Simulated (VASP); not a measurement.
# AlC3 (Pm-3m) in VASP: notebook, part 2 of 2

VASP 6.6.1. Earlier steps stand in the parts before.

## (3) Single point, PBE

This run uses another cell than the first one, of 8.32 Å³/atom, 1.100 times its volume.

INCAR

```
ALGO = Normal ; EDIFF = 1E-6
ENCUT = 520 ; GGA = PE
ISIF = 2 ; ISMEAR = -1
LASPH = True ; LCHARG = False
LREAL = False ; LWAVE = False
NBANDS = 16 ; NELM = 60
PREC = Accurate ; SIGMA = 0.05
```

KPOINTS

```
k-points
0
Gamma
  6 6 6
```

POSCAR

```
AlC3
1.0
    3.2168517338      0.0000000000      0.0000000000
    0.0000000000      3.2168517338      0.0000000000
    0.0000000000      0.0000000000      3.2168517338
Al C
1 3
Direct
    0.0000000000      0.0000000000      0.0000000000
    0.0000000000      0.5000000000      0.5000000000
    0.5000000000      0.0000000000      0.5000000000
    0.5000000000      0.5000000000      0.0000000000
```

Potentials or basis: VASP PAW PBE potentials, release 64 (Al, C).

On the command line:

```sh
$ cat potpaw_PBE.64/Al/POTCAR potpaw_PBE.64/C/POTCAR > POTCAR
$ mpirun -np 1 vasp_std > vasp.out
```

OUTCAR:

```text
EDIFF = 1E-6
   ENCUT = 520
   GGA = PE
   ISIF = 2
   ISMEAR = -1
   LASPH = True
   LREAL = False
   NELM = 60
   PREC = Accurate

 ion  position               nearest neighbor table
   1  0.000  0.000  0.000-   2 2.27   3 2.27   4 2.27   2 2.27   3 2.27   2 2.27   4 2.27   2 2.27
                             3 2.27   4 2.27   3 2.27   4 2.27
   2  0.000  0.500  0.500-   1 2.27   1 2.27   1 2.27   1 2.27
   3  0.500  0.000  0.500-   1 2.27   1 2.27   1 2.27   1 2.27
   4  0.500  0.500  0.000-   1 2.27   1 2.27   1 2.27   1 2.27

  LATTYP: Found a simple cubic cell.
 ALAT       =     3.2168517338

  Lattice vectors:

 A1 = (   3.2168517338,   0.0000000000,   0.0000000000)
 A2 = (   0.0000000000,   3.2168517338,   0.0000000000)
 A3 = (   0.0000000000,   0.0000000000,   3.2168517338)

Analysis of symmetry for initial positions (statically):
=====================================================================
 Subroutine PRICEL returns:
 Original cell was already a primitive cell.

 Routine SETGRP: Setting up the symmetry group for a
 simple cubic supercell.

 Subroutine GETGRP returns: Found 48 space group operations
 (whereof 48 operations were pure point group operations)
 out of a pool of 48 trial point group operations.

The static configuration has the point symmetry O_h .

Analysis of symmetry for dynamics (positions and initial velocities):
=====================================================================
 Subroutine PRICEL returns:
 Original cell was already a primitive cell.

 Routine SETGRP: Setting up the symmetry group for a
 simple cubic supercell.

 Subroutine GETGRP returns: Found 48 space group operations
 (whereof 48 operations were pure point group operations)
 out of a pool of 48 trial point group operations.

The dynamic configuration has the point symmetry O_h .

 Subroutine INISYM returns: Found 48 space group operations
 (whereof 48 operations are pure point group operations),
[... 114 lines left out ...]
     AMIX     =   0.40;   BMIX     =  1.00
     AMIX_MAG =   1.60;   BMIX_MAG =  1.00
  volume/ion in A,a.u.               =       8.32        56.16
  Fermi-wavevector in a.u.,A,eV,Ry     =   1.255088  2.371773 21.432524  1.575246
  Thomas-Fermi vector in A             =   2.388862
   LORBIT       =      0    0 simple, 1 ext, 2 COOP (PROOUT), +10 PAW based schemes
   GGA     = PE    functional components
   LHFCALC =     F    Hartree Fock is set to
   AEXX    =    0.0000 exact exchange contribution
   IVDW    =     0    specifies the selected vdW correction
   LEPSILON=     F    determine dielectric tensor
   LRPA    =     F    only Hartree local field effects (RPA)
 non-spin polarized calculation
  energy-cutoff  :      520.00
  volume of cell :       33.29
 maximum number of plane-waves:       922
 NGX is ok and might be reduce to    24
   NGX = 11   NGY = 11   NGZ = 11

 number of electron      15.0000000 magnetization

 Free energy of the ion-electron system (eV)
  ---------------------------------------------------
  ext. energy  EPLUGINS =         0.00000000
  ---------------------------------------------------
  free energy    TOTEN  =       -20.65393657 eV

  energy without entropy =      -20.64158584  energy(sigma->0) =      -20.64776120

 E-fermi :   9.2099     XC(G=0): -12.2273

 val. band max:        9.1074513518   @ k =   0.5000   0.5000   0.3333
 cond. band min:       9.2101124043   @ k =   0.3333   0.1667   0.1667
 fundamental gap:      0.1026610525
 Fermi energy:         9.2098562304

 k-point     1 :       0.0000    0.0000    0.0000
  band No.  band energies     occupation
      1      -8.2723      2.00000
      2       2.4872      2.00000
      3       2.4872      2.00000
      4       3.2135      2.00000
      5       3.2135      2.00000
      6       3.2135      2.00000
[... 357 lines left out ...]
      3      -0.8111      2.00000
      4       1.2405      2.00000
      5       1.4082      2.00000
      6       1.4082      2.00000
[... 8 lines left out ...]
     15      24.2773      0.00000
     16      24.2773      0.00000

------------------------ aborting loop because EDIFF is reached ----------------------------------------

  FORCE on cell =-STRESS in cart. coord.  units (eV):
  Direction    XX          YY          ZZ          XY          YZ          ZX
  --------------------------------------------------------------------------------------
  -------------------------------------------------------------------------------------
  Total        0.0044858      0.0044858      0.0044858      0.0000000      0.0000000     -0.0000000
  in kB        0.2159002      0.2159002      0.2159002      0.0000000      0.0000000     -0.0000000
  external PRESSURE =       0.2159002 kB  Pullay stress =       0.0000000 kB

 VOLUME and BASIS-vectors are now :
 -----------------------------------------------------------------------------
  energy-cutoff  :      520.00
  volume of cell :       33.29
      direct lattice vectors                 reciprocal lattice vectors
     3.216851734  0.000000000  0.000000000     0.310862944  0.000000000  0.000000000
     0.000000000  3.216851734  0.000000000     0.000000000  0.310862944  0.000000000
     0.000000000  0.000000000  3.216851734     0.000000000  0.000000000  0.310862944

 POSITION                                       TOTAL-FORCE (eV/Angst)
 -----------------------------------------------------------------------------------
      0.00000      0.00000      0.00000         0.000000      0.000000      0.000000
      0.00000      1.60843      1.60843         0.000000      0.000000      0.000000
      1.60843      0.00000      1.60843         0.000000      0.000000      0.000000
      1.60843      1.60843      0.00000         0.000000      0.000000      0.000000
 -----------------------------------------------------------------------------------
    total drift:                                0.000000     -0.000000     -0.000000

  FREE ENERGIE OF THE ION-ELECTRON SYSTEM (eV)
  ---------------------------------------------------
  free  energy   TOTEN  =       -20.6539365673 eV

  energy  without entropy=      -20.6415858363  energy(sigma->0) =      -20.64776120
```

Wall time 6.6 s (1 thread of Intel Xeon Platinum 8375C at 2.90GHz (Ice Lake), shared host); peak memory 0.13 GiB.

What came out:

```
Free energy : -20.6539 eV
Pressure    : 0.0 GPa
```

Levels at points of the mesh, in eV from the Fermi level:
| k point | band 4 | band 5 | band 6 | band 7 | band 8 | band 9 | band 10 | band 11 |
| --- | --- | --- | --- | --- | --- | --- | --- | --- |
| (0.00, 0.00, 0.00) | -6.00 | -6.00 | -6.00 | 1.27 | 1.27 | 1.27 | 1.85 | 4.19 |
| (0.50, 0.00, 0.00) | -3.91 | -3.91 | -2.25 | -2.25 | -1.88 | -0.69 | 0.52 | 3.70 |
| (0.50, 0.50, 0.00) | -9.09 | -1.48 | -1.48 | -1.08 | -0.61 | -0.30 | -0.30 | 4.68 |
| (0.50, 0.50, 0.50) | -7.97 | -7.80 | -7.80 | -7.80 | -1.20 | 4.99 | 4.99 | 4.99 |
